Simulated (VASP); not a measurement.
**Bi3Pt: single point with PBE**

Bi3Pt:

```
Bi Pt
1.0
     4.73580    0.00000    0.00000
     0.00000    4.73580    0.00000
     0.00000    0.00000    4.73580
Bi Pt
3 1
Direct
  0.00000 0.50000 0.50000
  0.50000 0.00000 0.50000
  0.50000 0.50000 0.00000
  0.00000 0.00000 0.00000
```

The cell was generated, and may not be a known phase.

```yaml
Program: VASP 6.6.1
Task: single point
Functional: PBE
Potentials_or_basis: VASP PAW PBE potentials, release 64 (Bi_d, Pt)
Cutoff: 520 eV
k_mesh: 10 × 10 × 10
Occupations: gaussian, width 0.1 eV
Spin: no spin polarisation
```

- Pressure: -0.1 GPa
- Band gap on the k mesh: zero (an odd number of electrons rules out a gap without spin polarisation)

Levels at points of the mesh, in eV from the Fermi level:
```tsv
k point	band 25	band 26	band 27	band 28	band 29	band 30	band 31	band 32
(0.00, 0.00, 0.00)	-2.12	-2.12	-1.39	0.91	0.91	0.91	2.83	2.83
(0.50, 0.00, 0.00)	-1.35	-1.35	-0.98	-0.98	-0.62	1.26	3.29	3.29
(0.50, 0.50, 0.00)	-1.86	-1.17	-1.15	-1.15	0.95	0.95	2.19	3.47
(0.50, 0.50, 0.50)	-2.00	-1.83	-1.83	-1.83	4.22	4.22	4.66	4.66
```

Wall time 81 s on 1 thread of Intel(R) Xeon(R) 6975P-C (Granite Rapids) (shared host), peak memory 0.32 GiB.

Caveat: spin-orbit coupling is left out, which moves the levels of the heavy elements.
